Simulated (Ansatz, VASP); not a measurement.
## InSb in VASP and in Ansatz

INCAR

```
SYSTEM = InSb
PREC = Accurate ; ENCUT = 520
EDIFF = 1E-7 ; ISMEAR = 0
SIGMA = 0.15 ; LREAL = .FALSE.
LASPH = .TRUE. ; NELM = 80
ALGO = Normal ; ISIF = 2
LWAVE = .FALSE. ; LCHARG = .FALSE.
GGA = CA ; NBANDS = 16
```

The input KPOINTS:

```
Automatic mesh
0
G
  16 16 8
  0 0 0
```

The input POSCAR:

```
InSb
1.0
    2.9548481467      0.0000000000      0.0000000000
    0.0000000000      2.9548481467      0.0000000000
    0.0000000000      0.0000000000      5.2522425807
In Sb
1 1
Direct
    0.0000000000      0.0000000000      0.0000000000
    0.0000000000      0.0000000000      0.5000000000
```

Input for Ansatz:

```yaml
crystal:
  lattice:
    - [2.9548481467, 0.0, 0.0]
    - [0.0, 2.9548481467, 0.0]
    - [0.0, 0.0, 5.2522425807]
  atoms:
    - { symbol: In, position: [0.0, 0.0, 0.0] }
    - { symbol: Sb, position: [0.0, 0.0, 0.5] }
basis:
  ecutwfc: 420
kpoints:
  mp_grid: { grid: [16, 16, 8] }
hamiltonian:
  xc: lda
  pseudopotentials: { kind: paw, azcp: { folder: soft_1 } }
scf:
  occupations: { method: gaussian, width: 0.15 }
output:
  forces: true
  stress: true
  eigenvalues: true
```

Alike in both runs: task single point; functional LDA; k mesh 16 × 16 × 8; occupations gaussian, width 0.15 eV; no spin polarisation.

```csv
,VASP,Ansatz
version,VASP 6.6.1,Ansatz 0.2.0
potentials or method,"VASP PAW LDA potentials, release 64 (In_d, Sb), cutoff 520 eV","scalar-relativistic, plane waves, PAW"
valence electrons in the cell,18,28
```

Ansatz gave:

```
gap on the k mesh at the Fermi level (eV)                     : none
pressure (GPa)                                                : 17.1
traceless stress, the component that is largest in VASP (GPa) : 19.81
```

Problem. Which values does VASP return?

Solution. gap on the k mesh at the Fermi level (eV): none; pressure (GPa): 17.4; traceless stress, the component that is largest in VASP (GPa): 19.78.

Ansatz warns that its potentials were made for another functional, while VASP's fit it. LDA's correlation is that of Perdew and Zunger in VASP and of Perdew and Wang (1992) in Ansatz. A gap of «none» marks a metal or a gap that the smearing closes. VASP's potentials hold 18 valence electrons a cell and Ansatz's 28, so a difference there can come from the potentials and not from the codes.

Spin-orbit coupling is off throughout.
